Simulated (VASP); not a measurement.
# Au (I4/mmm) in VASP: further runs

Au is run at these levels: PBEsol; tasks: single point.

Program: VASP 6.6.1. These are calculated values, not measurements. Logs are shortened: lines on timing, memory, paths and dates and some standing lists are left out, and cuts for length are marked.

### Step 1. The cell of the first run

It takes space group I4/mmm (No. 139, tetragonal). The conventional cell has a = 2.717 Å, b = 2.717 Å, c = 4.612 Å, α = 90.00°, β = 90.00°, γ = 90.00°. Within 3.6 Å of Au (site symmetry 4/mmm) lie 12 Au at 2.72 to 3.00 Å.

### Step 2. Single point, PBEsol

Input file INCAR:

```
SYSTEM = Au
ALGO = Fast
EDIFF = 1E-6
ENCUT = 520
GGA = PS
ISIF = 2
ISMEAR = 0
LASPH = .TRUE.
LCHARG = .FALSE.
LREAL = .FALSE.
LWAVE = .FALSE.
NBANDS = 12
NELM = 60
PREC = Accurate
SIGMA = 0.15
```

Input file KPOINTS:

```
k-points
0
G
  28 28 28
  0 0 0
```

Input file POSCAR:

```
Au
1.0
    0.0000000000      1.9215338252      2.3058405902
    1.9215338252      0.0000000000      2.3058405902
    1.9215338252      1.9215338252      0.0000000000
Au
1
Direct
    0.0000000000      0.0000000000      0.0000000000
```

Potentials or basis: VASP PAW PBE potentials, release 64 (Au).

On the command line:

```console
> cat potpaw_PBE.64/Au/POTCAR > POTCAR
> mpirun -np 1 vasp_std > vasp.out
```

OUTCAR:

```text
SYSTEM = Au
   EDIFF = 1E-6
   ENCUT = 520
   GGA = PS
   ISIF = 2
   ISMEAR = 0
   LASPH = .TRUE.
   LREAL = .FALSE.
   NELM = 60
   PREC = Accurate

 ion  position               nearest neighbor table
   1  0.000  0.000  0.000-

  LATTYP: Found a body centered tetragonal cell.
 ALAT       =     2.7174591962
 C/A-ratio  =     1.6970562748

  Lattice vectors:

 A1 = (  -1.9215338252,   0.0000000000,   2.3058405902)
 A2 = (   1.9215338252,   0.0000000000,   2.3058405902)
 A3 = (   0.0000000000,   1.9215338252,  -2.3058405902)

Analysis of symmetry for initial positions (statically):
=====================================================================
 Subroutine PRICEL returns:
 Original cell was already a primitive cell.

 Routine SETGRP: Setting up the symmetry group for a
 body centered tetragonal supercell.

 Subroutine GETGRP returns: Found 16 space group operations
 (whereof 16 operations were pure point group operations)
 out of a pool of 16 trial point group operations.

The static configuration has the point symmetry D_4h.

Analysis of symmetry for dynamics (positions and initial velocities):
=====================================================================
 Subroutine PRICEL returns:
 Original cell was already a primitive cell.

 Routine SETGRP: Setting up the symmetry group for a
 body centered tetragonal supercell.

 Subroutine GETGRP returns: Found 16 space group operations
 (whereof 16 operations were pure point group operations)
 out of a pool of 16 trial point group operations.

The dynamic configuration has the point symmetry D_4h.

 Subroutine INISYM returns: Found 16 space group operations
 (whereof 16 operations are pure point group operations),
 and found     1 'primitive' translations

----------------------------------------------------------------------------------------

                                     Primitive cell

  volume of cell :      17.0277

  direct lattice vectors                    reciprocal lattice vectors
     0.000000000  1.921533825  2.305840590    -0.260208794  0.260208794  0.216840662
     1.921533825  0.000000000  2.305840590     0.260208794 -0.260208794  0.216840662
     1.921533825  1.921533825  0.000000000     0.260208794  0.260208794 -0.216840662

  length of vectors
     3.001531787  3.001531787  2.717459196     0.427126569  0.427126569  0.427126569

  position of ions in fractional coordinates (direct lattice)
     0.000000000  0.000000000  0.000000000

  ion indices of the primitive-cell ions
   primitive index   ion index
                 1           1

----------------------------------------------------------------------------------------

 KPOINTS: k-points

Automatic generation of k-mesh.
 Grid dimensions read from file:
 generate k-points for:   28   28   28

 Generating k-lattice:

  Cartesian coordinates                     Fractional coordinates (reciprocal lattice)
    -0.009293171  0.009293171  0.007744309     0.035714286 -0.000000000  0.000000000
     0.009293171 -0.009293171  0.007744309    -0.000000000  0.035714286  0.000000000
     0.009293171  0.009293171 -0.007744309     0.000000000  0.000000000  0.035714286

  Length of vectors
     0.015254520  0.015254520  0.015254520

  Shift w.r.t. Gamma in fractional coordinates (k-lattice)
     0.000000000  0.000000000  0.000000000

 Subroutine IBZKPT returns following result:
 ===========================================

 Found   1639 irreducible k-points:

 Following reciprocal coordinates:
            Coordinates               Weight
  0.000000  0.000000  0.000000      1.000000
  0.035714 -0.000000  0.000000      8.000000
  0.071429 -0.000000  0.000000      8.000000
  0.107143  0.000000  0.000000      8.000000
  0.142857  0.000000  0.000000      8.000000
  0.178571  0.000000  0.000000      8.000000
[... 16 lines left out ...]
  0.285714  0.035714  0.000000      8.000000
  0.321429  0.035714  0.000000      8.000000
 [... further k-points ...]
   k-points           NKPTS =   1639   k-points in BZ     NKDIM =   1639   number of bands    NBANDS=     12
   number of dos      NEDOS =    301   number of ions     NIONS =      1
   total plane-waves  NPLWV =  11520
   dimension x,y,z NGX =    24 NGY =   24 NGZ =   20
   dimension x,y,z NGXF=    48 NGYF=   48 NGZF=   40
   ions per type =               1
   NGX,Y,Z   is equivalent  to a cutoff of  13.29, 13.29, 12.24 a.u.
   NGXF,Y,Z  is equivalent  to a cutoff of  26.59, 26.59, 24.47 a.u.
 SYSTEM =  Au
   PREC   = accura    normal or accurate (medium, high low for compatibility)
   ISTART =      0    job   : 0-new  1-cont  2-samecut
   ICHARG =      2    charge: 1-file 2-atom 10-const
   ISPIN  =      1    spin polarized calculation?
   LNONCOLLINEAR =      F non collinear calculations
   LSORBIT =      F    spin-orbit coupling
   LASPH  =      T    aspherical Exc in radial PAW
   ENCUT  =  520.0 eV  38.22 Ry    6.18 a.u.   5.58  5.58  5.05*2*pi/ulx,y,z
   NELM   =     60;   NELMIN=  2; NELMDL= -5     # of ELM steps
   EDIFF  = 0.1E-05   stopping-criterion for ELM
   LREAL  =      F    real-space projection
   EDIFFG = 0.1E-04   stopping-criterion for IOM
   NSW    =      0    number of steps for IOM
   IBRION =     -1    ionic relax: 0-MD 1-quasi-New 2-CG
   NFREE  =      0    steps in history (QN), initial steepest desc. (CG)
   ISIF   =      2    stress and relaxation
   ISYM   =      2    0-nonsym 1-usesym 2-fastsym
   POTIM  = 0.5000    time-step for ionic-motion
   TEBEG  =    0.0;   TEEND  =   0.0 temperature during run
   PSTRESS=    0.0 pullay stress
   NELECT =      11.0000    total number of electrons
   NUPDOWN=      -1.0000    fix difference up-down
   EMIN   =  10.00;   EMAX   =-10.00  energy-range for DOS
   EFERMI =   0.00;   METHOD = LEGACY
   ISMEAR =     0;   SIGMA  =   0.15  broadening in eV -4-tet -1-fermi 0-gaus
   EFERMI_NEDOS =   21; number of points for ismear=-14 and -15
   IALGO  =     68    algorithm
   IMIX   =      4    mixing-type and parameters
     AMIX     =   0.40;   BMIX     =  1.00
     AMIX_MAG =   1.60;   BMIX_MAG =  1.00
  volume/ion in A,a.u.               =      17.03       114.91
  Fermi-wavevector in a.u.,A,eV,Ry     =   1.415209  2.674357 27.249977  2.002817
  Thomas-Fermi vector in A             =   2.536671
   LORBIT       =      0    0 simple, 1 ext, 2 COOP (PROOUT), +10 PAW based schemes
   GGA     = PS    functional components
   LHFCALC =     F    Hartree Fock is set to
   AEXX    =    0.0000 exact exchange contribution
   IVDW    =     0    specifies the selected vdW correction
   LEPSILON=     F    determine dielectric tensor
   LRPA    =     F    only Hartree local field effects (RPA)
 non-spin polarized calculation
 RMM-DIIS sequential band-by-band and
 Gauss-broadening in eV      SIGMA  =   0.15
  energy-cutoff  :      520.00
  volume of cell :       17.03
 maximum number of plane-waves:       479
   NGX = 11   NGY = 11   NGZ = 11

 number of electron      10.9999999 magnetization

 Free energy of the ion-electron system (eV)
  ---------------------------------------------------
  ext. energy  EPLUGINS =         0.00000000
  ---------------------------------------------------
  free energy    TOTEN  =        -3.86479243 eV

  energy without entropy =       -3.86157362  energy(sigma->0) =       -3.86318303

 E-fermi :   9.2478     XC(G=0): -12.8815

 val. band max:        9.2426160018   @ k =  -0.3571   0.0357   0.1786
 cond. band min:       9.2500751145   @ k =  -0.2500   0.1071   0.2857
 fundamental gap:      0.0074591127
 Fermi energy:         9.2477731473

 k-point     1 :       0.0000    0.0000    0.0000
  band No.  band energies     occupation
      1      -0.6321      2.00000
      2       3.4783      2.00000
      3       5.0395      2.00000
      4       5.3040      2.00000
      5       5.3040      2.00000
      6       6.9795      2.00000
      7      24.2793      0.00000
      8      25.7161      0.00000
      9      28.7961      0.00000
     10      28.7961      0.00000
     11      33.0509      0.00000
     12      33.6761      0.00000

 k-point     2 :       0.0357   -0.0000    0.0000
  band No.  band energies     occupation
      1      -0.5865      2.00000
      2       3.4943      2.00000
      3       5.0429      2.00000
      4       5.2865      2.00000
      5       5.3178      2.00000
      6       6.9619      2.00000
      7      24.3281      0.00000
      8      25.7349      0.00000
      9      28.4859      0.00000
     10      28.8535      0.00000
     11      33.0750      0.00000
     12      33.4765      0.00000

 k-point     3 :       0.0714   -0.0000    0.0000
  band No.  band energies     occupation
      1      -0.4512      2.00000
      2       3.5406      2.00000
      3       5.0393      2.00000
      4       5.2530      2.00000
      5       5.3582      2.00000
      6       6.9112      2.00000
      7      24.4588      0.00000
      8      25.7419      0.00000
      9      27.8109      0.00000
     10      29.0204      0.00000
     11      32.0784      0.00000
     12      34.1972      0.00000

 k-point     4 :       0.1071    0.0000    0.0000
  band No.  band energies     occupation
      1      -0.2310      2.00000
      2       3.6125      2.00000
      3       4.9808      2.00000
      4       5.2658      2.00000
      5       5.4215      2.00000
      6       6.8335      2.00000
      7      24.6051      0.00000
      8      25.5129      0.00000
      9      27.2733      0.00000
     10      29.2808      0.00000
     11      30.9740      0.00000
     12      34.9272      0.00000

 k-point     5 :       0.1429    0.0000    0.0000
  band No.  band energies     occupation
      1       0.0649      2.00000
      2       3.7045      2.00000
      3       4.8589      2.00000
      4       5.3553      2.00000
      5       5.5004      2.00000
      6       6.7396      2.00000
      7      24.3920      0.00000
      8      25.0613      0.00000
      9      27.2588      0.00000
     10      29.6041      0.00000
     11      30.0121      0.00000
     12      35.0276      0.00000
[... 228 lines left out ...]
      1       0.6475      2.00000
      2       3.7432      2.00000
      3       4.6162      2.00000
      4       5.6545      2.00000
      5       5.6742      2.00000
      6       6.7190      2.00000
      7      22.6883      0.00000
      8      24.8355      0.00000
      9      27.6364      0.00000
     10      29.2312      0.00000
     11      29.2586      0.00000
     12      34.3126      0.00000

 k-point    22 :       0.2500    0.0357    0.0000
  band No.  band energies     occupation
      1       1.0387      2.00000
      2       3.8904      2.00000
      3       4.5012      2.00000
      4       5.6976      2.00000
      5       5.8941      2.00000
      6       6.6823      2.00000
      7      21.3101      0.00000
      8      24.4327      0.00000
      9      27.9761      0.00000
     10      29.2876      0.00000
     11      29.3526      0.00000
     12      33.5715      0.00000

 k-point    23 :       0.2857    0.0357    0.0000
  band No.  band energies     occupation
      1       1.3971      2.00000
      2       4.0215      2.00000
      3       4.5137      2.00000
      4       5.6925      2.00000
      5       6.1564      2.00000
      6       6.6960      2.00000
      7      19.8749      0.00000
      8      23.9091      0.00000
      9      28.2188      0.00000
     10      29.3308      0.00000
     11      29.5397      0.00000
     12      33.1258      0.00000

 k-point    24 :       0.3214    0.0357    0.0000
  band No.  band energies     occupation
      1       1.6758      2.00000
      2       4.0148      2.00000
      3       4.8274      2.00000
      4       5.6418      2.00000
      5       6.4466      2.00000
      6       6.7570      2.00000
      7      18.4336      0.00000
      8      23.3587      0.00000
      9      28.1626      0.00000
     10      29.1957      0.00000
     11      29.9102      0.00000
     12      33.1112      0.00000

 [... further k-points ...]

------------------------ aborting loop because EDIFF is reached ----------------------------------------

  FORCE on cell =-STRESS in cart. coord.  units (eV):
  Direction    XX          YY          ZZ          XY          YZ          ZX
  --------------------------------------------------------------------------------------
  -------------------------------------------------------------------------------------
  Total        0.6738062      0.6738062     -0.6106756      0.0000000     -0.0000000     -0.0000000
  in kB       63.4001426     63.4001426    -57.4600198      0.0000000     -0.0000000     -0.0000000
  external PRESSURE =      23.1134218 kB  Pullay stress =       0.0000000 kB

 VOLUME and BASIS-vectors are now :
 -----------------------------------------------------------------------------
  energy-cutoff  :      520.00
  volume of cell :       17.03
      direct lattice vectors                 reciprocal lattice vectors
     0.000000000  1.921533825  2.305840590    -0.260208794  0.260208794  0.216840662
     1.921533825  0.000000000  2.305840590     0.260208794 -0.260208794  0.216840662
     1.921533825  1.921533825  0.000000000     0.260208794  0.260208794 -0.216840662

 POSITION                                       TOTAL-FORCE (eV/Angst)
 -----------------------------------------------------------------------------------
      0.00000      0.00000      0.00000         0.000000      0.000000      0.000000
 -----------------------------------------------------------------------------------
    total drift:                               -0.000000      0.000000     -0.000000

  FREE ENERGIE OF THE ION-ELECTRON SYSTEM (eV)
  ---------------------------------------------------
  free  energy   TOTEN  =        -3.8647924343 eV

  energy  without entropy=       -3.8615736181  energy(sigma->0) =       -3.86318303
```

It took 81 s on 1 thread of Intel Xeon 6975P-C (Granite Rapids), shared host; peak memory 0.42 GiB.

What came out:

```yaml
Free_energy: -3.8648 eV
Pressure: 2.3 GPa
Band_gap_on_the_k_mesh: zero (an odd number of electrons rules out a gap without spin polarisation)
```

Stress tensor (GPa, compression positive):
```
 6.34  0.00  0.00
 0.00  6.34  0.00
 0.00  0.00 -5.75
```

Caveat: the PAW data sets were made with another functional, which shifts forces and pressure a little; spin-orbit coupling is left out, which moves the levels of the heavy elements.

### Step 3. Single point, PBEsol

This run uses another cell than the first one, of the same volume but with other edges.

Input file INCAR:

```
SYSTEM = Au
PREC     = Accurate       ! precision mode
ENCUT    = 520            ! plane-wave cutoff, eV
EDIFF    = 1E-6           ! SCF threshold, eV
ISMEAR   = 0              ! smearing method
SIGMA    = 0.15           ! smearing width, eV
LREAL    = .False.        ! projectors in reciprocal space
LASPH    = .True.         ! aspherical terms in the spheres
NELM     = 60             ! most SCF steps
ALGO     = Fast           ! electronic algorithm
ISIF     = 2              ! what is computed and relaxed
LWAVE    = .False.        ! write WAVECAR
LCHARG   = .True.         ! write CHGCAR
GGA      = PS             ! functional
LELF     = .True.         ! ELF
LVHAR    = .True.       
NBANDS   = 12             ! bands
```

Input file KPOINTS:

```
regular mesh
0
Gamma
  28 28 28
  0 0 0
```

Input file POSCAR:

```
Au
1.0
    0.0000000000      2.2182487645      1.7302340363
    2.2182487645      0.0000000000      1.7302340363
    2.2182487645      2.2182487645      0.0000000000
Au
1
Direct
    0.0000000000      0.0000000000      0.0000000000
```

Potentials or basis: VASP PAW PBE potentials, release 64 (Au).

On the command line:

```console
> cat potpaw_PBE.64/Au/POTCAR > POTCAR
> mpirun -np 1 vasp_std > vasp.out
```

Run time: 94 s. Hardware: 1 thread of Intel Xeon 6975P-C (Granite Rapids), shared host; peak memory 0.42 GiB.

Results (log left out):

```yaml
Free_energy: -3.9074 eV
Pressure: 0.1 GPa
Band_gap_on_the_k_mesh: zero (an odd number of electrons rules out a gap without spin polarisation)
```

Stress tensor (GPa, compression positive):
```
-0.20  0.00  0.00
 0.00 -0.20  0.00
 0.00  0.00  0.64
```

Levels at points of the mesh, in eV from the Fermi level:
| k point | band 4 | band 5 | band 6 | band 7 | band 8 | band 9 |
| --- | --- | --- | --- | --- | --- | --- |
| (0.00, 0.00, 0.00) | -4.40 | -3.33 | -2.65 | 15.51 | 17.07 | 17.07 |
| (0.50, 0.00, 0.00) | -2.58 | -1.45 | -0.86 | 3.34 | 12.84 | 14.70 |
| (0.50, 0.50, 0.00) | -1.66 | -1.66 | 4.48 | 7.24 | 7.24 | 9.27 |
| (0.50, 0.00, 0.50) | -2.44 | -1.28 | -0.29 | 4.13 | 11.52 | 12.49 |

Caveat: the PAW data sets were made with another functional, which shifts forces and pressure a little; spin-orbit coupling is left out, which moves the levels of the heavy elements.

### Step 4. Single point, PBEsol

This run uses another cell than the first one, of the same volume but with other edges.

Input file INCAR:

```
PREC = Accurate ; ENCUT = 520
EDIFF = 1E-7 ; ISMEAR = 0
SIGMA = 0.15 ; LREAL = F
LASPH = T ; NELM = 60
ALGO = Fast ; ISIF = 2
LWAVE = F ; LCHARG = F
GGA = PS ; NBANDS = 12
```

Input file KPOINTS:

```
regular mesh
0
Gamma
  28 28 28
```

Input file POSCAR:

```
Au
1.0
    0.0000000000      1.8709434677      2.4322265081
    1.8709434677      0.0000000000      2.4322265081
    1.8709434677      1.8709434677      0.0000000000
Au
1
Direct
    0.0000000000      0.0000000000      0.0000000000
```

On the command line:

```console
> cat potpaw_PBE.64/Au/POTCAR > POTCAR
> mpirun -np 1 vasp_std > vasp.out
```

It took 94 s on 1 thread of Intel Xeon 6975P-C (Granite Rapids), shared host; peak memory 0.41 GiB.

It converged, with:

- Free energy: -3.7673 eV
- Pressure: 6.6 GPa
- Band gap on the k mesh: zero (an odd number of electrons rules out a gap without spin polarisation)

Stress tensor (GPa, compression positive):
```
14.21  0.00  0.00
 0.00 14.21  0.00
 0.00  0.00 -8.65
```

Levels at points of the mesh, in eV from the Fermi level:
| k point | band 2 | band 3 | band 4 | band 5 | band 6 | band 7 | band 8 | band 9 | band 10 | band 11 |
| --- | --- | --- | --- | --- | --- | --- | --- | --- | --- | --- |
| (0.00, 0.00, 0.00) | -6.24 | -4.69 | -3.53 | -3.53 | -1.88 | 15.31 | 15.57 | 20.01 | 20.01 | 23.14 |
| (0.50, 0.00, 0.00) | -5.72 | -3.67 | -2.15 | -1.77 | -0.74 | 3.69 | 11.41 | 17.88 | 20.59 | 20.61 |
| (0.50, 0.50, 0.00) | -7.05 | -1.73 | -1.73 | -1.56 | -1.26 | 2.19 | 13.42 | 13.42 | 20.22 | 22.39 |
| (0.50, 0.00, 0.50) | -6.33 | -2.82 | -2.33 | -0.36 | 2.80 | 8.37 | 9.08 | 9.21 | 17.19 | 18.69 |

Caveat: the cell stands under pressure; the PAW data sets were made with another functional, which shifts forces and pressure a little; spin-orbit coupling is left out, which moves the levels of the heavy elements.

### Step 5. Summary

| cell | further INCAR settings | gap on the mesh (eV) | pressure (GPa) |
| --- | --- | --- | --- |
| a = 3.002, b = 3.002, c = 2.717 Å, angles 63.1, 63.1, 53.8°, 1 atom | ALGO = Fast; EDIFF = 1e-06; NBANDS = 12 | none | 2.3 |
| a = 2.813, b = 2.813, c = 3.137 Å, angles 56.1, 56.1, 67.8°, 1 atom | ALGO = Fast; EDIFF = 1e-06; NBANDS = 12 | none | 0.1 |
| a = 3.069, b = 3.069, c = 2.646 Å, angles 64.5, 64.5, 51.1°, 1 atom | ALGO = Fast; EDIFF = 1e-07; NBANDS = 12 | none | 6.6 |

Alike in all rows: task single point; level PBEsol; potentials or basis VASP PAW PBE potentials, release 64 (Au); no spin polarisation; k mesh 28 × 28 × 28; cutoff (eV) 520; smearing gaussian 0.15 eV.

Caveats: the PAW data sets were made with another functional, which shifts forces and pressure a little; spin-orbit coupling is left out, which moves the levels of the heavy elements; the cell stands under pressure (at least some runs).

Total energies depend on the potentials used, so only differences within one code and one set of settings carry meaning.
